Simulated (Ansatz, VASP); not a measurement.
# Two plane-wave programs on HgTe

```
Hg Te
1.0
     0.00000    3.50988    2.98340
     3.50988    0.00000    2.98340
     3.50988    3.50988    0.00000
Hg Te
1 1
Direct
  0.00000 0.00000 0.00000
  0.75000 0.75000 0.75000
```

Alike in both runs: task single point; functional PBE; k mesh 18 × 18 × 18; occupations gaussian, width 0.15 eV; no spin polarisation.

```csv
,VASP,Ansatz
version,VASP 6.6.1,Ansatz 0.2.0
potentials or method,"VASP PAW PBE potentials, release 64 (Hg, Te), cutoff 520 eV","scalar-relativistic, plane waves, PAW"
valence electrons in the cell,18,36
```

Ansatz gave:

```
gap on the k mesh at the Fermi level (eV)                     : 0.04
least direct gap on the mesh (eV)                             : 0.04
pressure (GPa)                                                : -0.3
traceless stress, the component that is largest in VASP (GPa) : 1.23
```

Question: Estimate VASP's values.

Answer: gap on the k mesh at the Fermi level (eV): 0.05; least direct gap on the mesh (eV): 0.05; pressure (GPa): -0.3; traceless stress, the component that is largest in VASP (GPa): 1.22.

With one functional, cell and mesh, what is left measures potentials, basis and numerics. VASP's potentials hold 18 valence electrons a cell and Ansatz's 36, so a difference there can come from the potentials and not from the codes.

Spin-orbit coupling is off throughout.
